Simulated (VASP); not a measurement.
# Bi: relaxation of cell and atoms with BLYP+D4

Crystal: Bi.

```
CELL_PARAMETERS angstrom
-1.98143 1.98143 1.98143
1.98143 -1.98143 1.98143
1.98143 1.98143 -1.98143
ATOMIC_POSITIONS crystal
Bi 0.00000 0.00000 0.00000
```

This isn't the form of Bi at room conditions, which is rhombohedral.

```json
{
 "Program": "VASP 6.6.1",
 "Task": "relaxation of cell and atoms",
 "Functional": "BLYP",
 "Dispersion": "D4",
 "Potentials or basis": "VASP PAW PBE potentials, release 64 (Bi_d)",
 "Cutoff": "500 eV",
 "k mesh": "9 × 9 × 9",
 "Occupations": "fermi-dirac, width 0.05 eV",
 "Spin": "no spin polarisation",
 "Dipole correction": "no",
 "Further INCAR settings": "ALGO = Normal; EDIFF = 1e-07; IBRION = 2; EDIFFG = -0.01; NSW = 60; ISIF = 3"
}
```

| Item | Value |
| --- | --- |
| Relaxed volume | 31.26 Å³/atom |
| Relaxed cell | a = 3.437 Å, b = 3.437 Å, c = 3.437 Å, α = 109.47°, β = 109.47°, γ = 109.47° |
| Space group after relaxing (to 0.1 Å) | Im-3m (No. 229) |
| Energy gained by relaxing | 0.1 meV/atom |
| Ionic steps | 3 |
| Pressure after relaxing | 0.0 GPa |
| Band gap on the k mesh | zero (an odd number of electrons rules out a gap without spin polarisation) |
| Dispersion energy per atom | -1.015 eV |

The path:
```tsv
step	energy change (eV)	largest force (eV/Å)	pressure (GPa)	volume (Å³)
1	0.0000	0.0000	0.26	31.12
2	-0.0001	0.0000	-0.14	31.34
3	-0.0001	0.0000	0.00	31.26
```

Final structure:
```
CELL_PARAMETERS angstrom
-1.98444 1.98444 1.98444
1.98444 -1.98444 1.98444
1.98444 1.98444 -1.98444
ATOMIC_POSITIONS crystal
Bi 0.00000 0.00000 0.00000
```

Levels at points of the mesh, in eV from the Fermi level:
| k point | band 4 | band 5 | band 6 | band 7 | band 8 | band 9 | band 10 | band 11 |
| --- | --- | --- | --- | --- | --- | --- | --- | --- |
| (0.00, 0.00, 0.00) | -22.85 | -22.85 | -13.53 | 4.89 | 4.89 | 4.89 | 9.47 | 10.73 |

It took 39 s on 1 thread of Intel(R) Xeon(R) Platinum 8375C CPU @ 2.90GHz (Ice Lake) (shared host), peak memory 0.16 GiB.

Caveat: the PAW data sets were made with another functional, which shifts forces and pressure a little; spin-orbit coupling is left out, which moves the levels of the heavy elements.
